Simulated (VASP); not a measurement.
# NiO (I4/mmm) in VASP: further runs

The runs below take NiO through single point, with PBE.

Program: VASP 6.6.1. These are calculated values, not measurements. Logs are shortened: lines on timing, memory, paths and dates and some standing lists are left out, and cuts for length are marked.

## Step 1: The cell of the first run

The structure is tetragonal, space group I4/mmm (No. 139). Conventional cell: a = 2.950 Å, b = 2.950 Å, c = 4.005 Å, α = 90.00°, β = 90.00°, γ = 90.00°. Within 2.7 Å of Ni (site symmetry 4/mmm) lie 6 O at 2.00 to 2.09 Å. O (site symmetry 4/mmm) has 6 Ni at 2.00 to 2.09 Å within 2.7 Å.

## Step 2: Single point, PBE, collinear spin, ferromagnetic start

Input file INCAR:

```
  ALGO = Normal
  EDIFF = 1E-6
  ENCUT = 520
  GGA = PE
  ISIF = 2
  ISMEAR = -1
  ISPIN = 2
  LASPH = True
  LCHARG = False
  LMAXMIX = 4
  LORBIT = 11
  LREAL = False
  LWAVE = False
  MAGMOM = 1 0
  NBANDS = 19
  NELM = 150
  PREC = Accurate
  SIGMA = 0.05
```

Input file KPOINTS:

```
k-points
0
Gamma
  9 9 9
```

Input file POSCAR:

```
NiO
1.0
    0.0000000000      2.0859016414      2.0024655757
    2.0859016414      0.0000000000      2.0024655757
    2.0859016414      2.0859016414      0.0000000000
Ni O
1 1
Direct
    0.0000000000      0.0000000000      0.0000000000
    0.5000000000      0.5000000000      0.5000000000
```

Potentials or basis: VASP PAW PBE potentials, release 64 (Ni, O).

Started as:

```
> cat potpaw_PBE.64/Ni/POTCAR potpaw_PBE.64/O/POTCAR > POTCAR
> mpirun -np 1 vasp_std > vasp.out
```

OUTCAR:

```text
EDIFF = 1E-6
   ENCUT = 520
   GGA = PE
   ISIF = 2
   ISMEAR = -1
   ISPIN = 2
   LASPH = True
   LORBIT = 11
   LREAL = False
   NELM = 150
   PREC = Accurate

 ion  position               nearest neighbor table
   1  0.000  0.000  0.000-   2 2.00   2 2.00   2 2.09   2 2.09   2 2.09   2 2.09
   2  0.500  0.500  0.500-   1 2.00   1 2.00   1 2.09   1 2.09   1 2.09   1 2.09

  LATTYP: Found a body centered tetragonal cell.
 ALAT       =     2.9499103910
 C/A-ratio  =     1.3576450198

  Lattice vectors:

 A1 = (   0.0000000000,  -2.0859016414,  -2.0024655757)
 A2 = (   0.0000000000,   2.0859016414,  -2.0024655757)
 A3 = (   2.0859016414,   0.0000000000,   2.0024655757)

Analysis of symmetry for initial positions (statically):
=====================================================================
 Subroutine PRICEL returns:
 Original cell was already a primitive cell.

 Routine SETGRP: Setting up the symmetry group for a
 body centered tetragonal supercell.

 Subroutine GETGRP returns: Found 16 space group operations
 (whereof 16 operations were pure point group operations)
 out of a pool of 16 trial point group operations.

The static configuration has the point symmetry D_4h.

Analysis of symmetry for dynamics (positions and initial velocities):
=====================================================================
 Subroutine PRICEL returns:
 Original cell was already a primitive cell.

 Routine SETGRP: Setting up the symmetry group for a
 body centered tetragonal supercell.

 Subroutine GETGRP returns: Found 16 space group operations
 (whereof 16 operations were pure point group operations)
 out of a pool of 16 trial point group operations.

The dynamic configuration has the point symmetry D_4h.

Analysis of structural, dynamic, and magnetic symmetry:
=====================================================================
 Subroutine PRICEL returns:
 Original cell was already a primitive cell.

 Routine SETGRP: Setting up the symmetry group for a
 body centered tetragonal supercell.

 Subroutine GETGRP returns: Found 16 space group operations
 (whereof 16 operations were pure point group operations)
 out of a pool of 16 trial point group operations.

The overall configuration has the point symmetry D_4h.

 Subroutine INISYM returns: Found 16 space group operations
 (whereof 16 operations are pure point group operations),
 and found     1 'primitive' translations

[... 116 lines left out ...]
  Fermi-wavevector in a.u.,A,eV,Ry     =   1.591185  3.006903 34.448165  2.531869
  Thomas-Fermi vector in A             =   2.689764
   LORBIT       =     11    0 simple, 1 ext, 2 COOP (PROOUT), +10 PAW based schemes
   GGA     = PE    functional components
   LHFCALC =     F    Hartree Fock is set to
   AEXX    =    0.0000 exact exchange contribution
   IVDW    =     0    specifies the selected vdW correction
   LEPSILON=     F    determine dielectric tensor
   LRPA    =     F    only Hartree local field effects (RPA)
 spin polarized calculation
  energy-cutoff  :      520.00
  volume of cell :       17.43
 maximum number of plane-waves:       499
 NGX is ok and might be reduce to    24
   NGX = 11   NGY = 11   NGZ = 11

 number of electron      15.9999990 magnetization       1.4406882

 Free energy of the ion-electron system (eV)
  ---------------------------------------------------
  ext. energy  EPLUGINS =         0.00000000
  ---------------------------------------------------
  free energy    TOTEN  =       -11.42000096 eV

  energy without entropy =      -11.40815136  energy(sigma->0) =      -11.41407616

 E-fermi :   8.5964     XC(G=0): -12.9402

 val. band max:        8.5934138554   @ k =  -0.4444   0.4444   0.1111
 cond. band min:       8.6055639860   @ k =  -0.2222   0.1111   0.3333
 fundamental gap:      0.0121501306
 Fermi energy:         8.5963575224

 spin component 1

 k-point     1 :       0.0000    0.0000    0.0000
  band No.  band energies     occupation
      1     -12.2901      1.00000
      2       5.2262      1.00000
      3       5.3663      1.00000
      4       5.3663      1.00000
      5       5.6123      1.00000
      6       5.6368      1.00000
[... 517 lines left out ...]
     18      41.6925      0.00000
     19      42.8994      0.00000

 [... further k-points ...]

 spin component 2

 k-point     1 :       0.0000    0.0000    0.0000
  band No.  band energies     occupation
      1     -11.9563      1.00000
      2       5.5682      1.00000
      3       5.7785      1.00000
      4       5.7785      1.00000
      5       6.5614      1.00000
      6       6.5615      1.00000
[... 517 lines left out ...]
     18      41.7841      0.00000
     19      43.2842      0.00000

 [... further k-points ...]

------------------------ aborting loop because EDIFF is reached ----------------------------------------

  FORCE on cell =-STRESS in cart. coord.  units (eV):
  Direction    XX          YY          ZZ          XY          YZ          ZX
  --------------------------------------------------------------------------------------
  -------------------------------------------------------------------------------------
  Total        1.2214058      1.2214058      1.8368961      0.0000000      0.0000000      0.0000000
  in kB      112.3020901    112.3020901    168.8933185      0.0000000      0.0000000      0.0000000
  external PRESSURE =     131.1658329 kB  Pullay stress =       0.0000000 kB

 VOLUME and BASIS-vectors are now :
 -----------------------------------------------------------------------------
  energy-cutoff  :      520.00
  volume of cell :       17.43
      direct lattice vectors                 reciprocal lattice vectors
     0.000000000  2.085901641  2.002465576    -0.239704495  0.239704495  0.249692183
     2.085901641  0.000000000  2.002465576     0.239704495 -0.239704495  0.249692183
     2.085901641  2.085901641  0.000000000     0.239704495  0.239704495 -0.249692183

 POSITION                                       TOTAL-FORCE (eV/Angst)
 -----------------------------------------------------------------------------------
      0.00000      0.00000      0.00000         0.000000     -0.000000      0.000000
      2.08590      2.08590      2.00247        -0.000000      0.000000      0.000000
 -----------------------------------------------------------------------------------
    total drift:                                0.000000     -0.000000     -0.000000

  FREE ENERGIE OF THE ION-ELECTRON SYSTEM (eV)
  ---------------------------------------------------
  free  energy   TOTEN  =       -11.4200009615 eV

  energy  without entropy=      -11.4081513560  energy(sigma->0) =      -11.41407616

 total charge

# of ion       s       p       d       tot
------------------------------------------
    1        0.347   0.440   8.309   9.095
    2        1.560   3.434   0.000   4.994
--------------------------------------------------
tot          1.906   3.874   8.309  14.089

 magnetization (x)

# of ion       s       p       d       tot
------------------------------------------
    1        0.012   0.014   1.179   1.204
    2        0.027   0.176   0.000   0.202
--------------------------------------------------
tot          0.038   0.190   1.179   1.407
```

stdout:

```text
POSCAR found type information on POSCAR NiO
 POSCAR found :  2 types and       2 ions
 scaLAPACK will be used
 LDA part: xc-table for (Slater+PW92), standard interpolation
 POSCAR, INCAR and KPOINTS ok, starting setup
 FFT: planning ... GRIDC
 FFT: planning ... GRID_SOFT
 FFT: planning ... GRID
 WAVECAR not read
 entering main loop
```

Run time: 20 s. Hardware: 1 thread of Intel Xeon 6975P-C (Granite Rapids), shared host; peak memory 0.17 GiB.

Results:

```yaml
Free_energy: -11.4200 eV
Pressure: 13.1 GPa
Net_moment: 1.44 μB per cell
Site_moments: Ni +1.20; O +0.20 μB
Valence_electrons_inside_the_program's_atomic_spheres: Ni 9.10; O 4.99
```

Caveat: the cell stands under pressure; a cell with one magnetic atom can't hold antiferromagnetic order, which such compounds often take; semilocal functionals often make such compounds metallic where correlation or magnetic order opens a gap, which also shifts bond lengths. With open d or f shells a metallic result of PBE can be an artefact of self-interaction; +U or a hybrid may open a gap.

## Step 3: Single point, PBE, collinear spin, ferromagnetic start

This run uses another cell than the first one, of 8.89 Å³/atom.

Input file INCAR:

```
PREC = Accurate
ENCUT = 520
EDIFF = 1E-6
ISMEAR = -1
SIGMA = 0.05
LREAL = F
LASPH = T
NELM = 150
ALGO = Normal
ISIF = 2
LWAVE = F
LCHARG = F
ISPIN = 2
MAGMOM = 1 0
LORBIT = 11
LMAXMIX = 4
GGA = PE
NBANDS = 19
```

Input file KPOINTS:

```
regular mesh
0
Gamma
  9 9 9
```

Input file POSCAR:

```
NiO
1.0
    0.0000000000      2.0859016414      2.0441836086
    2.0859016414      0.0000000000      2.0441836086
    2.0859016414      2.0859016414      0.0000000000
Ni O
1 1
Direct
    0.0000000000      0.0000000000      0.0000000000
    0.5000000000      0.5000000000      0.5000000000
```

Potentials or basis: VASP PAW PBE potentials, release 64 (Ni, O).

Started as:

```
> cat potpaw_PBE.64/Ni/POTCAR potpaw_PBE.64/O/POTCAR > POTCAR
> mpirun -np 1 vasp_std > vasp.out
```

OUTCAR:

```text
PREC = Accurate
   ENCUT = 520
   EDIFF = 1E-6
   ISMEAR = -1
   LREAL = F
   LASPH = T
   NELM = 150
   ISIF = 2
   ISPIN = 2
   LORBIT = 11
   GGA = PE

 ion  position               nearest neighbor table
   1  0.000  0.000  0.000-   2 2.04   2 2.04   2 2.09   2 2.09   2 2.09   2 2.09
   2  0.500  0.500  0.500-   1 2.04   1 2.04   1 2.09   1 2.09   1 2.09   1 2.09

  LATTYP: Found a body centered tetragonal cell.
 ALAT       =     2.9499103910
 C/A-ratio  =     1.3859292911

  Lattice vectors:

[... 1270 lines left out ...]
  in kB       87.7213369     87.7213369    119.7277970      0.0000000      0.0000000     -0.0000000
  external PRESSURE =      98.3901569 kB  Pullay stress =       0.0000000 kB

 VOLUME and BASIS-vectors are now :
 -----------------------------------------------------------------------------
  energy-cutoff  :      520.00
  volume of cell :       17.79
      direct lattice vectors                 reciprocal lattice vectors
     0.000000000  2.085901641  2.044183609    -0.239704495  0.239704495  0.244596424
     2.085901641  0.000000000  2.044183609     0.239704495 -0.239704495  0.244596424
     2.085901641  2.085901641  0.000000000     0.239704495  0.239704495 -0.244596424

 POSITION                                       TOTAL-FORCE (eV/Angst)
 -----------------------------------------------------------------------------------
      0.00000      0.00000      0.00000        -0.000000     -0.000000      0.000000
      2.08590      2.08590      2.04418         0.000000      0.000000      0.000000
 -----------------------------------------------------------------------------------
    total drift:                                0.000000     -0.000000     -0.000000

  FREE ENERGIE OF THE ION-ELECTRON SYSTEM (eV)
  ---------------------------------------------------
  free  energy   TOTEN  =       -11.4527052287 eV

  energy  without entropy=      -11.4413367549  energy(sigma->0) =      -11.44702099

 total charge

# of ion       s       p       d       tot
------------------------------------------
    1        0.340   0.424   8.270   9.034
    2        1.557   3.434   0.000   4.991
--------------------------------------------------
tot          1.897   3.857   8.270  14.025

 magnetization (x)

# of ion       s       p       d       tot
------------------------------------------
    1        0.012   0.015   1.352   1.379
    2        0.028   0.221   0.000   0.250
--------------------------------------------------
tot          0.040   0.237   1.352   1.629
```

OSZICAR:

```text
N       E                     dE             d eps       ncg     rms          rms(c)
DAV:   1     0.851285825942E+02    0.85129E+02   -0.69740E+03  6074   0.104E+03
DAV:   2    -0.852612618171E+01   -0.93655E+02   -0.82035E+02  5884   0.238E+02
DAV:   3    -0.135722712828E+02   -0.50461E+01   -0.47528E+01  6552   0.557E+01
[... 10 lines left out ...]
DAV:  14    -0.114526345381E+02   -0.35639E-05   -0.64972E-04  8121   0.444E-01    0.896E-02
DAV:  15    -0.114526907029E+02   -0.56165E-04   -0.24553E-04  7753   0.323E-01    0.320E-02
DAV:  16    -0.114527024220E+02   -0.11719E-04   -0.55078E-05  6962   0.133E-01    0.241E-02
DAV:  17    -0.114527043126E+02   -0.18905E-05   -0.29919E-06  5853   0.277E-02    0.105E-02
DAV:  18    -0.114527055117E+02   -0.11991E-05   -0.27921E-06  6042   0.380E-02    0.220E-03
DAV:  19    -0.114527052287E+02    0.28296E-06   -0.44070E-07  3206   0.945E-03
   1 F= -.11452705E+02 E0= -.11447021E+02  d E =-.113685E-01  mag=     1.6697
```

stdout:

```text
POSCAR found type information on POSCAR NiO
 POSCAR found :  2 types and       2 ions
 scaLAPACK will be used
 LDA part: xc-table for (Slater+PW92), standard interpolation
 POSCAR, INCAR and KPOINTS ok, starting setup
 FFT: planning ... GRIDC
 FFT: planning ... GRID_SOFT
 FFT: planning ... GRID
 WAVECAR not read
 entering main loop
```

Wall time 24 s (1 thread of Intel Xeon 6975P-C (Granite Rapids), shared host); peak memory 0.17 GiB.

Results:

* Free energy: -11.4527 eV
* Pressure: 9.8 GPa
* Net moment: 1.67 μB per cell
* Site moments: Ni +1.38; O +0.25 μB
* Valence electrons inside the program's atomic spheres: Ni 9.03; O 4.99

Stress tensor (GPa, compression positive):
```
 8.77  0.00  0.00
 0.00  8.77  0.00
 0.00  0.00 11.97
```

Caveat: the cell stands under pressure; a cell with one magnetic atom can't hold antiferromagnetic order, which such compounds often take; semilocal functionals often make such compounds metallic where correlation or magnetic order opens a gap, which also shifts bond lengths. With open d or f shells a metallic result of PBE can be an artefact of self-interaction; +U or a hybrid may open a gap.

[end of part 1 of 2]
